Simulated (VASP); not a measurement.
# Ge (Cmcm) in VASP: single point with PBEsol

Aim: the single point of Ge with PBEsol.

Program: VASP 6.6.1. These are calculated values, not measurements. Logs are shortened: lines on timing, memory, paths and dates and some standing lists are left out, and cuts for length are marked.

**1. The cell of the first run**

Symmetry: Cmcm, No. 63, orthorhombic system. The conventional cell has a = 4.124 Å, b = 6.727 Å, c = 13.145 Å, α = 90.00°, β = 90.00°, γ = 90.00°. Within 3.2 Å of Ge (site symmetry m) lie 4 Ge at 2.39 to 2.49 Å. Within 3.2 Å of Ge (site symmetry m) lie 4 Ge at 2.39 to 2.49 Å.

**2. Single point, PBEsol (strain +0.0300 x Voigt [1, -1, 0, 0, 0, 0])**

INCAR reads:

```
PREC = Accurate
ENCUT = 520
EDIFF = 1E-7
ISMEAR = 0
SIGMA = 0.15
LREAL = F
LASPH = T
NELM = 80
ALGO = Fast
ISIF = 2
LWAVE = F
LCHARG = F
GGA = PS
NBANDS = 66
KPAR = 4
```

KPOINTS reads:

```
regular mesh
0
Gamma
  12 12 4
```

POSCAR reads:

```
Ge
1.0
    4.1242894314      0.0000000000      0.0000000000
   -2.0621447157      3.3636769297      0.0000000000
    0.0000000000      0.0000000000     13.1450496090
Ge
8
Direct
    0.0000000000      0.0000000000      0.4068073295
    0.0000000000      0.0000000000      0.5931926705
    0.0000000000      0.0000000000      0.9068073295
    0.0000000000      0.0000000000      0.0931926705
    0.3333333333      0.6666666667      0.3441392333
    0.6666666667      0.3333333333      0.6558607667
    0.6666666667      0.3333333333      0.8441392333
    0.3333333333      0.6666666667      0.1558607667
```

Potentials or basis: VASP PAW PBE potentials, release 64 (Ge_d).

The run is started by

```console
$ cat potpaw_PBE.64/Ge_d/POTCAR > POTCAR
$ mpirun -np 4 vasp_std > vasp.out
```

OUTCAR:

```text
PREC = Accurate
   ENCUT = 520
   EDIFF = 1E-7
   ISMEAR = 0
   LREAL = F
   LASPH = T
   NELM = 80
   ISIF = 2
   GGA = PS

 ion  position               nearest neighbor table
   1  0.000  0.000  0.407-   5 2.39   2 2.45   5 2.49   5 2.49
   2  0.000  0.000  0.593-   6 2.39   1 2.45   6 2.49   6 2.49
   3  0.000  0.000  0.907-   7 2.39   4 2.45   7 2.49   7 2.49
   4  0.000  0.000  0.093-   8 2.39   3 2.45   8 2.49   8 2.49
   5  0.333  0.667  0.344-   1 2.39   8 2.47   1 2.49   1 2.49
   6  0.667  0.333  0.656-   2 2.39   7 2.47   2 2.49   2 2.49
   7  0.667  0.333  0.844-   3 2.39   6 2.47   3 2.49   3 2.49
   8  0.333  0.667  0.156-   4 2.39   5 2.47   4 2.49   4 2.49

  Warning from LATTYP: Monoclinic adjustment (A1->A3, A2->A1, A3->A2)!
  LATTYP: Found a base centered orthorhombic cell.
 ALAT       =     4.1242894314
 B/A-ratio  =     1.6311546440
 C/A-ratio  =     3.1872277219

  Lattice vectors:

 A1 = (   2.0621447157,  -3.3636769297,   0.0000000000)
 A2 = (   2.0621447157,   3.3636769297,   0.0000000000)
 A3 = (   0.0000000000,   0.0000000000,  13.1450496090)

Analysis of symmetry for initial positions (statically):
=====================================================================
 Subroutine PRICEL returns:
 Original cell was already a primitive cell.

 Routine SETGRP: Setting up the symmetry group for a
 base centered orthorhombic supercell.

 Subroutine GETGRP returns: Found  8 space group operations
 (whereof  4 operations were pure point group operations)
 out of a pool of  8 trial point group operations.

The static configuration has the point symmetry C_2h.
 The point group associated with its full space group is D_2h.

Analysis of symmetry for dynamics (positions and initial velocities):
=====================================================================
 Subroutine PRICEL returns:
 Original cell was already a primitive cell.

 Routine SETGRP: Setting up the symmetry group for a
 base centered orthorhombic supercell.

 Subroutine GETGRP returns: Found  8 space group operations
 (whereof  4 operations were pure point group operations)
 out of a pool of  8 trial point group operations.

The dynamic configuration has the point symmetry C_2h.
 The point group associated with its full space group is D_2h.

 Subroutine INISYM returns: Found  8 space group operations
 (whereof  4 operations are pure point group operations),
 and found     1 'primitive' translations

----------------------------------------------------------------------------------------

                                     Primitive cell

  volume of cell :     182.3583

  direct lattice vectors                    reciprocal lattice vectors
     4.124289431  0.000000000  0.000000000     0.242466009  0.148646856  0.000000000
    -2.062144716  3.363676930  0.000000000     0.000000000  0.297293712  0.000000000
     0.000000000  0.000000000 13.145049609     0.000000000  0.000000000  0.076074266

  length of vectors
     4.124289431  3.945473776 13.145049609     0.284404032  0.297293712  0.076074266

  position of ions in fractional coordinates (direct lattice)
     0.000000000  0.000000000  0.406807329
     0.000000000  0.000000000  0.593192671
     0.000000000  0.000000000  0.906807329
     0.000000000  0.000000000  0.093192671
     0.333333333  0.666666667  0.344139233
     0.666666667  0.333333333  0.655860767
     0.666666667  0.333333333  0.844139233
     0.333333333  0.666666667  0.155860767

  ion indices of the primitive-cell ions
   primitive index   ion index
                 1           1
                 2           2
                 3           3
                 4           4
                 5           5
                 6           6
                 7           7
                 8           8

----------------------------------------------------------------------------------------

 KPOINTS: regular mesh

Automatic generation of k-mesh.
 Grid dimensions read from file:
 generate k-points for:   12   12    4

 Generating k-lattice:

  Cartesian coordinates                     Fractional coordinates (reciprocal lattice)
     0.020205501  0.012387238  0.000000000     0.083333333  0.000000000  0.000000000
     0.000000000  0.024774476  0.000000000     0.000000000  0.083333333  0.000000000
     0.000000000  0.000000000  0.019018566     0.000000000  0.000000000  0.250000000

  Length of vectors
     0.023700336  0.024774476  0.019018566

  Shift w.r.t. Gamma in fractional coordinates (k-lattice)
     0.000000000  0.000000000  0.000000000

 Subroutine IBZKPT returns following result:
 ===========================================

 Found    129 irreducible k-points:

 Following reciprocal coordinates:
            Coordinates               Weight
  0.000000  0.000000  0.000000      1.000000
  0.083333 -0.000000  0.000000      4.000000
  0.166667  0.000000  0.000000      4.000000
  0.250000 -0.000000  0.000000      4.000000
  0.333333  0.000000  0.000000      4.000000
  0.416667  0.000000  0.000000      4.000000
[... 16 lines left out ...]
  0.333333  0.166667  0.000000      4.000000
  0.416667  0.166667  0.000000      4.000000
 [... further k-points ...]
   k-points           NKPTS =    129   k-points in BZ     NKDIM =    129   number of bands    NBANDS=     66
   number of dos      NEDOS =    301   number of ions     NIONS =      8
   total plane-waves  NPLWV =  94080
   dimension x,y,z NGX =    32 NGY =   30 NGZ =   98
   dimension x,y,z NGXF=    64 NGYF=   60 NGZF=  196
   ions per type =               8
   NGX,Y,Z   is equivalent  to a cutoff of  12.90, 12.64, 12.39 a.u.
   NGXF,Y,Z  is equivalent  to a cutoff of  25.80, 25.28, 24.79 a.u.
 SYSTEM =  unknown system
   PREC   = accura    normal or accurate (medium, high low for compatibility)
   ISTART =      0    job   : 0-new  1-cont  2-samecut
   ICHARG =      2    charge: 1-file 2-atom 10-const
   ISPIN  =      1    spin polarized calculation?
   LNONCOLLINEAR =      F non collinear calculations
   LSORBIT =      F    spin-orbit coupling
   LASPH  =      T    aspherical Exc in radial PAW
   ENCUT  =  520.0 eV  38.22 Ry    6.18 a.u.   7.67  7.34 24.44*2*pi/ulx,y,z
   NELM   =     80;   NELMIN=  2; NELMDL= -5     # of ELM steps
   EDIFF  = 0.1E-06   stopping-criterion for ELM
   LREAL  =      F    real-space projection
   EDIFFG = 0.1E-05   stopping-criterion for IOM
   NSW    =      0    number of steps for IOM
   IBRION =     -1    ionic relax: 0-MD 1-quasi-New 2-CG
   NFREE  =      0    steps in history (QN), initial steepest desc. (CG)
   ISIF   =      2    stress and relaxation
   ISYM   =      2    0-nonsym 1-usesym 2-fastsym
   POTIM  = 0.5000    time-step for ionic-motion
   TEBEG  =    0.0;   TEEND  =   0.0 temperature during run
   PSTRESS=    0.0 pullay stress
   NELECT =     112.0000    total number of electrons
   NUPDOWN=      -1.0000    fix difference up-down
   EMIN   =  10.00;   EMAX   =-10.00  energy-range for DOS
   EFERMI =   0.00;   METHOD = LEGACY
   ISMEAR =     0;   SIGMA  =   0.15  broadening in eV -4-tet -1-fermi 0-gaus
   EFERMI_NEDOS =   21; number of points for ismear=-14 and -15
   IALGO  =     68    algorithm
   IMIX   =      4    mixing-type and parameters
     AMIX     =   0.40;   BMIX     =  1.00
     AMIX_MAG =   1.60;   BMIX_MAG =  1.00
  volume/ion in A,a.u.               =      22.79       153.83
  Fermi-wavevector in a.u.,A,eV,Ry     =   1.391572  2.629689 26.347303  1.936472
  Thomas-Fermi vector in A             =   2.515398
   LORBIT       =      0    0 simple, 1 ext, 2 COOP (PROOUT), +10 PAW based schemes
   GGA     = PS    functional components
   LHFCALC =     F    Hartree Fock is set to
   AEXX    =    0.0000 exact exchange contribution
   IVDW    =     0    specifies the selected vdW correction
   LEPSILON=     F    determine dielectric tensor
   LRPA    =     F    only Hartree local field effects (RPA)
 non-spin polarized calculation
 RMM-DIIS sequential band-by-band and
 Gauss-broadening in eV      SIGMA  =   0.15
  energy-cutoff  :      520.00
  volume of cell :      182.36
 maximum number of plane-waves:      4947
   NGX = 15   NGY = 15   NGZ = 49

 number of electron     112.0000018 magnetization

 Free energy of the ion-electron system (eV)
  ---------------------------------------------------
  ext. energy  EPLUGINS =         0.00000000
  ---------------------------------------------------
  free energy    TOTEN  =       -39.30253806 eV

  energy without entropy =      -39.29794812  energy(sigma->0) =      -39.30024309

 E-fermi :   4.8056     XC(G=0): -10.0959

 val. band max:        4.8033877403   @ k =   0.0000   0.0000   0.2500
 cond. band min:       4.8278715428   @ k =   0.0000   0.0000   0.2500
 fundamental gap:      0.0244838025
 Fermi energy:         4.8056060197

 k-point     1 :       0.0000    0.0000    0.0000
  band No.  band energies     occupation
      1     -20.0236      2.00000
      2     -20.0170      2.00000
      3     -20.0088      2.00000
      4     -19.9970      2.00000
      5     -19.9791      2.00000
      6     -19.9699      2.00000
[... 58 lines left out ...]
     65       8.3066      0.00000
     66       8.4732      0.00000

 k-point     2 :       0.0833   -0.0000    0.0000
  band No.  band energies     occupation
      1     -20.0254      2.00000
      2     -20.0177      2.00000
      3     -20.0102      2.00000
      4     -19.9978      2.00000
      5     -19.9862      2.00000
      6     -19.9740      2.00000
[... 58 lines left out ...]
     65       8.1865      0.00000
     66       8.5842      0.00000

 k-point     3 :       0.1667    0.0000    0.0000
  band No.  band energies     occupation
      1     -20.0290      2.00000
      2     -20.0194      2.00000
      3     -20.0129      2.00000
      4     -19.9997      2.00000
      5     -19.9961      2.00000
      6     -19.9816      2.00000
[... 1438 lines left out ...]
     65       9.2072      0.00000
     66       9.7648      0.00000

 k-point    24 :       0.4167    0.1667    0.0000
  band No.  band energies     occupation
      1     -20.0321      2.00000
      2     -20.0298      2.00000
      3     -20.0181      2.00000
      4     -20.0156      2.00000
      5     -20.0120      2.00000
      6     -20.0025      2.00000
[... 58 lines left out ...]
     65       8.9902      0.00000
     66      10.1487      0.00000

 [... further k-points ...]

------------------------ aborting loop because EDIFF is reached ----------------------------------------

  FORCE on cell =-STRESS in cart. coord.  units (eV):
  Direction    XX          YY          ZZ          XY          YZ          ZX
  --------------------------------------------------------------------------------------
  -------------------------------------------------------------------------------------
  Total       -4.2884765      4.9996095     -0.0530293      0.0000000      0.0000000      0.0000000
  in kB      -37.6780119     43.9259358     -0.4659084      0.0000000      0.0000000      0.0000000
  external PRESSURE =       1.9273385 kB  Pullay stress =       0.0000000 kB

 VOLUME and BASIS-vectors are now :
 -----------------------------------------------------------------------------
  energy-cutoff  :      520.00
  volume of cell :      182.36
      direct lattice vectors                 reciprocal lattice vectors
     4.124289431  0.000000000  0.000000000     0.242466009  0.148646856  0.000000000
    -2.062144716  3.363676930  0.000000000     0.000000000  0.297293712  0.000000000
     0.000000000  0.000000000 13.145049609     0.000000000  0.000000000  0.076074266

 POSITION                                       TOTAL-FORCE (eV/Angst)
 -----------------------------------------------------------------------------------
      0.00000      0.00000      5.34750         0.000000     -0.480093      0.037580
      0.00000      0.00000      7.79755        -0.000000      0.480093     -0.037580
      0.00000      0.00000     11.92003        -0.000000      0.480093      0.037580
      0.00000      0.00000      1.22502         0.000000     -0.480093     -0.037580
     -0.00000      2.24245      4.52373         0.000000      0.487986     -0.033443
      2.06214      1.12123      8.62132         0.000000     -0.487986      0.033443
      2.06214      1.12123     11.09625         0.000000     -0.487986     -0.033443
     -0.00000      2.24245      2.04880         0.000000      0.487986      0.033443
 -----------------------------------------------------------------------------------
    total drift:                               -0.000000      0.000000      0.000000

  FREE ENERGIE OF THE ION-ELECTRON SYSTEM (eV)
  ---------------------------------------------------
  free  energy   TOTEN  =       -39.3025380629 eV

  energy  without entropy=      -39.2979481150  energy(sigma->0) =      -39.30024309
```

Run time: 11 min. Hardware: 4 MPI ranks of Oxide Virtual Turin-like, shared host; peak memory 0.99 GiB.

What came out:

* Free energy: -39.3025 eV
* Pressure: 0.2 GPa
* Largest force: 0.489 eV/Å
* Band gap on the k mesh: zero (bands 56 and 57 overlap by 0.04 eV)

Forces in eV/Å, atoms in the order of the input:
```
Ge   0.000 -0.480  0.038
Ge   0.000  0.480 -0.038
Ge   0.000  0.480  0.038
Ge   0.000 -0.480 -0.038
Ge   0.000  0.488 -0.033
Ge   0.000 -0.488  0.033
Ge   0.000 -0.488 -0.033
Ge   0.000  0.488  0.033
```

Caveat: the cell differs from its parent crystal (strain +0.0300 x Voigt [1, -1, 0, 0, 0, 0]); the stress differs along the axes, from -4 to 4 GPa; semilocal functionals underestimate gaps, and a narrow one can read as zero; the PAW data sets were made with another functional, which shifts forces and pressure a little.

The gap in the log of VASP goes by the Fermi energy; the results here count the filled bands.